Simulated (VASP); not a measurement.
# HfGe (zincblende type) (F-43m) in VASP: further runs

HfGe (zincblende type) is run at these levels: LDA; tasks: single point.

Program: VASP 6.6.1. These are calculated values, not measurements. Logs are shortened: lines on timing, memory, paths and dates and some standing lists are left out, and cuts for length are marked.

## Step 1: The cell of the first run

Symmetry: F-43m, No. 216, cubic system. The conventional cell has a = 5.958 Å, b = 5.958 Å, c = 5.958 Å, α = 90.00°, β = 90.00°, γ = 90.00°. Within 3.4 Å of Hf (site symmetry -43m) lie 4 Ge at 2.58 Å. Within 3.4 Å of Ge (site symmetry -43m) lie 4 Hf at 2.58 Å.

## Step 2: Single point, LDA

The input, INCAR:

```
ALGO = Normal
EDIFF = 1E-7
ENCUT = 520
GGA = CA
ISIF = 2
ISMEAR = -1
LASPH = T
LCHARG = T
LELF = T
LREAL = F
LVHAR = T
LWAVE = F
NBANDS = 19
NELM = 100
PREC = Accurate
SIGMA = 0.05
```

The input, KPOINTS:

```
k-points
0
Gamma
  11 11 11
```

The input, POSCAR:

```
HfGe
1.0
    0.0000000000      2.9790835099      2.9790835099
    2.9790835099      0.0000000000      2.9790835099
    2.9790835099      2.9790835099      0.0000000000
Hf Ge
1 1
Direct
    0.0000000000      0.0000000000      0.0000000000
    0.2500000000      0.2500000000      0.2500000000
```

Potentials or basis: VASP PAW LDA potentials, release 64 (Hf_pv, Ge_d).

The run is started by

```
$ cat potpaw_LDA.64/Hf_pv/POTCAR potpaw_LDA.64/Ge_d/POTCAR > POTCAR
$ mpirun -np 1 vasp_std > vasp.out
```

OUTCAR:

```text
EDIFF = 1E-7
   ENCUT = 520
   GGA = CA
   ISIF = 2
   ISMEAR = -1
   LASPH = T
   LREAL = F
   NELM = 100
   PREC = Accurate

 ion  position               nearest neighbor table
   1  0.000  0.000  0.000-   2 2.58   2 2.58   2 2.58   2 2.58
   2  0.250  0.250  0.250-   1 2.58   1 2.58   1 2.58   1 2.58

  LATTYP: Found a face centered cubic cell.
 ALAT       =     5.9581670198

  Lattice vectors:

 A1 = (   0.0000000000,   2.9790835099,   2.9790835099)
 A2 = (   2.9790835099,   0.0000000000,   2.9790835099)
 A3 = (   2.9790835099,   2.9790835099,   0.0000000000)

Analysis of symmetry for initial positions (statically):
=====================================================================
 Subroutine PRICEL returns:
 Original cell was already a primitive cell.

 Routine SETGRP: Setting up the symmetry group for a
 face centered cubic supercell.

 Subroutine GETGRP returns: Found 24 space group operations
 (whereof 24 operations were pure point group operations)
 out of a pool of 48 trial point group operations.

The static configuration has the point symmetry T_d .

Analysis of symmetry for dynamics (positions and initial velocities):
=====================================================================
 Subroutine PRICEL returns:
 Original cell was already a primitive cell.

 Routine SETGRP: Setting up the symmetry group for a
 face centered cubic supercell.

 Subroutine GETGRP returns: Found 24 space group operations
 (whereof 24 operations were pure point group operations)
 out of a pool of 48 trial point group operations.

The dynamic configuration has the point symmetry T_d .

 Subroutine INISYM returns: Found 24 space group operations
 (whereof 24 operations are pure point group operations),
 and found     1 'primitive' translations

----------------------------------------------------------------------------------------

                                     Primitive cell

  volume of cell :      52.8784

  direct lattice vectors                    reciprocal lattice vectors
     0.000000000  2.979083510  2.979083510    -0.167836853  0.167836853  0.167836853
     2.979083510  0.000000000  2.979083510     0.167836853 -0.167836853  0.167836853
     2.979083510  2.979083510  0.000000000     0.167836853  0.167836853 -0.167836853
[... 71 lines left out ...]
   ions per type =               1   1
   NGX,Y,Z   is equivalent  to a cutoff of  12.63, 12.63, 12.63 a.u.
   NGXF,Y,Z  is equivalent  to a cutoff of  25.25, 25.25, 25.25 a.u.
 SYSTEM =  unknown system
   PREC   = accura    normal or accurate (medium, high low for compatibility)
   ISTART =      0    job   : 0-new  1-cont  2-samecut
   ICHARG =      2    charge: 1-file 2-atom 10-const
   ISPIN  =      1    spin polarized calculation?
   LNONCOLLINEAR =      F non collinear calculations
   LSORBIT =      F    spin-orbit coupling
   LASPH  =      T    aspherical Exc in radial PAW
   ENCUT  =  520.0 eV  38.22 Ry    6.18 a.u.   7.83  7.83  7.83*2*pi/ulx,y,z
   NELM   =    100;   NELMIN=  2; NELMDL= -5     # of ELM steps
   EDIFF  = 0.1E-06   stopping-criterion for ELM
   LREAL  =      F    real-space projection
   EDIFFG = 0.1E-05   stopping-criterion for IOM
   NSW    =      0    number of steps for IOM
   IBRION =     -1    ionic relax: 0-MD 1-quasi-New 2-CG
   NFREE  =      0    steps in history (QN), initial steepest desc. (CG)
   ISIF   =      2    stress and relaxation
   ISYM   =      2    0-nonsym 1-usesym 2-fastsym
   POTIM  = 0.5000    time-step for ionic-motion
   TEBEG  =    0.0;   TEEND  =   0.0 temperature during run
   PSTRESS=    0.0 pullay stress
   NELECT =      24.0000    total number of electrons
   NUPDOWN=      -1.0000    fix difference up-down
   EMIN   =  10.00;   EMAX   =-10.00  energy-range for DOS
   EFERMI =   0.00;   METHOD = LEGACY
   ISMEAR =    -1;   SIGMA  =   0.05  broadening in eV -4-tet -1-fermi 0-gaus
   EFERMI_NEDOS =   21; number of points for ismear=-14 and -15
   IALGO  =     38    algorithm
   IMIX   =      4    mixing-type and parameters
     AMIX     =   0.40;   BMIX     =  1.00
     AMIX_MAG =   1.60;   BMIX_MAG =  1.00
  volume/ion in A,a.u.               =      26.44       178.42
  Fermi-wavevector in a.u.,A,eV,Ry     =   1.258112  2.377487 21.535918  1.582845
  Thomas-Fermi vector in A             =   2.391737
   LORBIT       =      0    0 simple, 1 ext, 2 COOP (PROOUT), +10 PAW based schemes
   GGA     = CA    functional components
   LHFCALC =     F    Hartree Fock is set to
   AEXX    =    0.0000 exact exchange contribution
   IVDW    =     0    specifies the selected vdW correction
   LEPSILON=     F    determine dielectric tensor
   LRPA    =     F    only Hartree local field effects (RPA)
 non-spin polarized calculation
  energy-cutoff  :      520.00
  volume of cell :       52.88
 maximum number of plane-waves:      1433
   NGX = 15   NGY = 15   NGZ = 15

 number of electron      24.0000010 magnetization

 Free energy of the ion-electron system (eV)
  ---------------------------------------------------
  ext. energy  EPLUGINS =         0.00000000
  ---------------------------------------------------
  free energy    TOTEN  =       -15.06813807 eV

  energy without entropy =      -15.06452636  energy(sigma->0) =      -15.06633221

 E-fermi :   2.8375     XC(G=0): -10.0145

 val. band max:        2.7718873831   @ k =   0.4545   0.4545   0.0000
 cond. band min:       2.8566590983   @ k =   0.4545   0.4545   0.0000
 fundamental gap:      0.0847717151
 Fermi energy:         2.8374666784

 k-point     1 :       0.0000    0.0000    0.0000
  band No.  band energies     occupation
      1     -28.0016      2.00000
      2     -28.0016      2.00000
      3     -28.0016      2.00000
      4     -20.2672      2.00000
      5     -20.2672      2.00000
      6     -20.2672      2.00000
[... 505 lines left out ...]
      6     -20.2734      2.00000
[... 11 lines left out ...]
     18       9.8939      0.00000
     19      10.5150      0.00000

 [... further k-points ...]
[... 5 lines left out ...]
  --------------------------------------------------------------------------------------
  -------------------------------------------------------------------------------------
  Total       -0.0321432     -0.0321432     -0.0321432     -0.0000000     -0.0000000      0.0000000
  in kB       -0.9739160     -0.9739160     -0.9739160     -0.0000000     -0.0000000      0.0000000
  external PRESSURE =      -0.9739160 kB  Pullay stress =       0.0000000 kB

 VOLUME and BASIS-vectors are now :
 -----------------------------------------------------------------------------
  energy-cutoff  :      520.00
  volume of cell :       52.88
      direct lattice vectors                 reciprocal lattice vectors
     0.000000000  2.979083510  2.979083510    -0.167836853  0.167836853  0.167836853
     2.979083510  0.000000000  2.979083510     0.167836853 -0.167836853  0.167836853
     2.979083510  2.979083510  0.000000000     0.167836853  0.167836853 -0.167836853

 POSITION                                       TOTAL-FORCE (eV/Angst)
 -----------------------------------------------------------------------------------
      0.00000      0.00000      0.00000        -0.000000      0.000000      0.000000
      1.48954      1.48954      1.48954         0.000000     -0.000000     -0.000000
 -----------------------------------------------------------------------------------
    total drift:                                0.000000      0.000000      0.000000

  FREE ENERGIE OF THE ION-ELECTRON SYSTEM (eV)
  ---------------------------------------------------
  free  energy   TOTEN  =       -15.0681380681 eV

  energy  without entropy=      -15.0645263565  energy(sigma->0) =      -15.06633221
```

It took 17 s on 1 thread of Intel Xeon 6975P-C (Granite Rapids), shared host; peak memory 0.19 GiB.

Results:

```
Free energy            : -15.0681 eV
Pressure               : -0.1 GPa
Band gap on the k mesh : 0.08 eV, direct
```

Caveat: spin-orbit coupling is left out, which moves the levels of the heavy elements. A k mesh can miss the band edges.

## Step 3: Single point, LDA (volume scaled by 0.4)

The input, INCAR:

```
SYSTEM = HfGe
PREC     = Accurate       ! precision mode
ENCUT    = 520            ! plane-wave cutoff, eV
EDIFF    = 1E-6           ! SCF threshold, eV
ISMEAR   = -1             ! smearing method
SIGMA    = 0.05           ! smearing width, eV
LREAL    = .FALSE.        ! projectors in reciprocal space
LASPH    = .TRUE.         ! aspherical terms in the spheres
NELM     = 100            ! most SCF steps
ALGO     = Normal         ! electronic algorithm
ISIF     = 2              ! what is computed and relaxed
LWAVE    = .FALSE.        ! write WAVECAR
LCHARG   = .FALSE.        ! write CHGCAR
NBANDS   = 19             ! bands
```

The input, KPOINTS:

```
regular mesh
0
G
  11 11 11
  0 0 0
```

The input, POSCAR:

```
HfGe
1.0
    0.0000000000      2.1950074975      2.1950074975
    2.1950074975      0.0000000000      2.1950074975
    2.1950074975      2.1950074975      0.0000000000
Hf Ge
1 1
Direct
    0.0000000000      0.0000000000      0.0000000000
    0.2500000000      0.2500000000      0.2500000000
```

Potentials or basis: VASP PAW LDA potentials, release 64 (Hf_pv, Ge_d).

The run is started by

```
$ cat potpaw_LDA.64/Hf_pv/POTCAR potpaw_LDA.64/Ge_d/POTCAR > POTCAR
$ mpirun -np 1 vasp_std > vasp.out
```

OUTCAR:

```text
SYSTEM = HfGe
   PREC = Accurate
   ENCUT = 520
   EDIFF = 1E-6
   ISMEAR = -1
   LREAL = .FALSE.
   LASPH = .TRUE.
   NELM = 100
   ISIF = 2

 ion  position               nearest neighbor table
   1  0.000  0.000  0.000-   2 1.90   2 1.90   2 1.90   2 1.90
   2  0.250  0.250  0.250-   1 1.90   1 1.90   1 1.90   1 1.90

  LATTYP: Found a face centered cubic cell.
 ALAT       =     4.3900149950

  Lattice vectors:

 A1 = (   0.0000000000,   2.1950074975,   2.1950074975)
 A2 = (   2.1950074975,   0.0000000000,   2.1950074975)
 A3 = (   2.1950074975,   2.1950074975,   0.0000000000)

Analysis of symmetry for initial positions (statically):
=====================================================================
 Subroutine PRICEL returns:
 Original cell was already a primitive cell.

 Routine SETGRP: Setting up the symmetry group for a
 face centered cubic supercell.

 Subroutine GETGRP returns: Found 24 space group operations
 (whereof 24 operations were pure point group operations)
 out of a pool of 48 trial point group operations.

The static configuration has the point symmetry T_d .

Analysis of symmetry for dynamics (positions and initial velocities):
=====================================================================
 Subroutine PRICEL returns:
 Original cell was already a primitive cell.

 Routine SETGRP: Setting up the symmetry group for a
 face centered cubic supercell.

 Subroutine GETGRP returns: Found 24 space group operations
 (whereof 24 operations were pure point group operations)
 out of a pool of 48 trial point group operations.

The dynamic configuration has the point symmetry T_d .

 Subroutine INISYM returns: Found 24 space group operations
 (whereof 24 operations are pure point group operations),
 and found     1 'primitive' translations

----------------------------------------------------------------------------------------
[... 102 lines left out ...]
   TEBEG  =    0.0;   TEEND  =   0.0 temperature during run
   PSTRESS=    0.0 pullay stress
   NELECT =      24.0000    total number of electrons
   NUPDOWN=      -1.0000    fix difference up-down
   EMIN   =  10.00;   EMAX   =-10.00  energy-range for DOS
   EFERMI =   0.00;   METHOD = LEGACY
   ISMEAR =    -1;   SIGMA  =   0.05  broadening in eV -4-tet -1-fermi 0-gaus
   EFERMI_NEDOS =   21; number of points for ismear=-14 and -15
   IALGO  =     38    algorithm
   IMIX   =      4    mixing-type and parameters
     AMIX     =   0.40;   BMIX     =  1.00
     AMIX_MAG =   1.60;   BMIX_MAG =  1.00
  volume/ion in A,a.u.               =      10.58        71.37
  Fermi-wavevector in a.u.,A,eV,Ry     =   1.707520  3.226746 39.669500  2.915626
  Thomas-Fermi vector in A             =   2.786358
   LORBIT       =      0    0 simple, 1 ext, 2 COOP (PROOUT), +10 PAW based schemes
   GGA     = CA    functional components
   LHFCALC =     F    Hartree Fock is set to
   AEXX    =    0.0000 exact exchange contribution
   IVDW    =     0    specifies the selected vdW correction
   LEPSILON=     F    determine dielectric tensor
   LRPA    =     F    only Hartree local field effects (RPA)
 non-spin polarized calculation
  energy-cutoff  :      520.00
  volume of cell :       21.15
 maximum number of plane-waves:       578
   NGX = 11   NGY = 11   NGZ = 11

 number of electron      23.9999987 magnetization

 Free energy of the ion-electron system (eV)
  ---------------------------------------------------
  ext. energy  EPLUGINS =         0.00000000
  ---------------------------------------------------
  free energy    TOTEN  =         2.68529439 eV

  energy without entropy =        2.68908105  energy(sigma->0) =        2.68718772

 E-fermi :  12.2715     XC(G=0): -14.8351

 val. band max:       12.2531176426   @ k =   0.3636   0.3636   0.0000
 cond. band min:      12.2950328384   @ k =   0.2727   0.1818   0.0909
 fundamental gap:      0.0419151958
 Fermi energy:        12.2715429586

 k-point     1 :       0.0000    0.0000    0.0000
  band No.  band energies     occupation
      1     -19.4015      2.00000
      2     -19.4015      2.00000
      3     -19.4015      2.00000
      4     -14.5389      2.00000
      5     -14.5389      2.00000
      6     -12.9563      2.00000
[... 505 lines left out ...]
      6     -13.9099      2.00000
[... 11 lines left out ...]
     18      25.8990      0.00000
     19      26.8158      0.00000

 [... further k-points ...]
[... 5 lines left out ...]
  --------------------------------------------------------------------------------------
  -------------------------------------------------------------------------------------
  Total       50.2636943     50.2636943     50.2636943     -0.0000000     -0.0000000      0.0000000
  in kB     3807.3865218   3807.3865218   3807.3865218     -0.0000000     -0.0000000      0.0000000
  external PRESSURE =    3807.3865218 kB  Pullay stress =       0.0000000 kB

 VOLUME and BASIS-vectors are now :
 -----------------------------------------------------------------------------
  energy-cutoff  :      520.00
  volume of cell :       21.15
      direct lattice vectors                 reciprocal lattice vectors
     0.000000000  2.195007497  2.195007497    -0.227789655  0.227789655  0.227789655
     2.195007497  0.000000000  2.195007497     0.227789655 -0.227789655  0.227789655
     2.195007497  2.195007497  0.000000000     0.227789655  0.227789655 -0.227789655

 POSITION                                       TOTAL-FORCE (eV/Angst)
 -----------------------------------------------------------------------------------
      0.00000      0.00000      0.00000         0.000000      0.000000      0.000000
      1.09750      1.09750      1.09750        -0.000000     -0.000000     -0.000000
 -----------------------------------------------------------------------------------
    total drift:                               -0.000000     -0.000000     -0.000000

  FREE ENERGIE OF THE ION-ELECTRON SYSTEM (eV)
  ---------------------------------------------------
  free  energy   TOTEN  =         2.6852943918 eV

  energy  without entropy=        2.6890810540  energy(sigma->0) =        2.68718772
```

OSZICAR:

```text
N       E                     dE             d eps       ncg     rms          rms(c)
DAV:   1     0.171000666366E+03    0.17100E+03   -0.12405E+04  2511   0.341E+03
DAV:   2     0.175304189083E+02   -0.15347E+03   -0.14743E+03  2196   0.552E+02
DAV:   3     0.233211523099E+01   -0.15198E+02   -0.14992E+02  2390   0.109E+02
DAV:   4     0.203330024752E+01   -0.29881E+00   -0.29846E+00  2564   0.153E+01
DAV:   5     0.203098775652E+01   -0.23125E-02   -0.23118E-02  2374   0.145E+00    0.121E+02
DAV:   6     0.248539166201E+01    0.45440E+00   -0.16786E-01  2454   0.142E+01    0.721E+01
DAV:   7     0.268294659083E+01    0.19755E+00   -0.17381E-01  2407   0.575E+00    0.842E-01
DAV:   8     0.268528756946E+01    0.23410E-02   -0.11522E-02  2767   0.440E+00    0.329E-01
DAV:   9     0.268528440003E+01   -0.31694E-05   -0.10377E-03  2780   0.325E-01    0.104E-01
DAV:  10     0.268529241165E+01    0.80116E-05   -0.91324E-05  2809   0.442E-01    0.125E-02
DAV:  11     0.268529429416E+01    0.18825E-05   -0.82928E-06  2511   0.123E-01    0.549E-03
DAV:  12     0.268529439183E+01    0.97674E-07   -0.13182E-06  1541   0.332E-02
   1 F= 0.26852944E+01 E0= 0.26871877E+01  d E =-.378666E-02
```

Wall time 8 s (1 thread of Intel Xeon Platinum 8559C (Emerald Rapids), shared host); peak memory 0.14 GiB.

Results:

```
Free energy            : 2.6853 eV
Pressure               : 380.7 GPa
Band gap on the k mesh : zero (band 12 reaches 14.23 eV, above the bottom of band 13 at 10.66 eV)
```

Caveat: spin-orbit coupling is left out, which moves the levels of the heavy elements.
